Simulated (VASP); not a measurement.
A run of VASP 6.6.1 is set up as follows.

INCAR

```
SYSTEM = Pd
ALGO     = Normal         ! electronic algorithm
DIPOL    = 0.5 0.5 0.500
EDIFF    = 1E-6           ! SCF threshold, eV
EFIELD   = -0.2         
ENCUT    = 520            ! plane-wave cutoff, eV
GGA      = CA             ! functional
IDIPOL   = 3            
ISIF     = 2              ! what is computed and relaxed
ISMEAR   = 1              ! smearing method
LASPH    = .TRUE.         ! aspherical terms in the spheres
LCHARG   = .TRUE.         ! write CHGCAR
LDIPOL   = .TRUE.       
LELF     = .TRUE.         ! ELF
LREAL    = .FALSE.        ! projectors in reciprocal space
LVACPOTAV= .TRUE.       
LVHAR    = .TRUE.       
LWAVE    = .FALSE.        ! write WAVECAR
NBANDS   = 22             ! bands
NELM     = 80             ! most SCF steps
PREC     = Accurate       ! precision mode
SIGMA    = 0.02           ! smearing width, eV
```

Contents of KPOINTS:

```
k-points
0
G
  7 7 1
  0 0 0
```

File POSCAR:

```
Pd
1.0
    2.7232710000      0.0000000000      0.0000000000
   -0.9077569716      2.5675245315      0.0000000000
    0.0000000000      0.0000000000     16.4470830079
Pd
3
Direct
    0.0000000000      0.0000000000      0.3648063305
    0.5000000235      0.5000000235      0.5000000000
    0.0000000470      0.0000000470      0.6351936695
```

Potentials or basis: VASP PAW LDA potentials, release 64 (Pd).

The run is started by

```console
$ cat potpaw_LDA.64/Pd/POTCAR > POTCAR
$ mpirun -np 1 vasp_std > vasp.out
```

**Question.** Predict the largest force.

**Answer.** 0.778 eV/Å.

**Question.** Predict the band gap on the k mesh.

**Answer.** Zero (band 15 reaches 0.74 eV, above the bottom of band 16 at -0.17 eV).

Forces in eV/Å, atoms in the order of the input:
```
Pd   0.000  0.000  0.772
Pd   0.000  0.000  0.005
Pd   0.000  0.000 -0.778
```
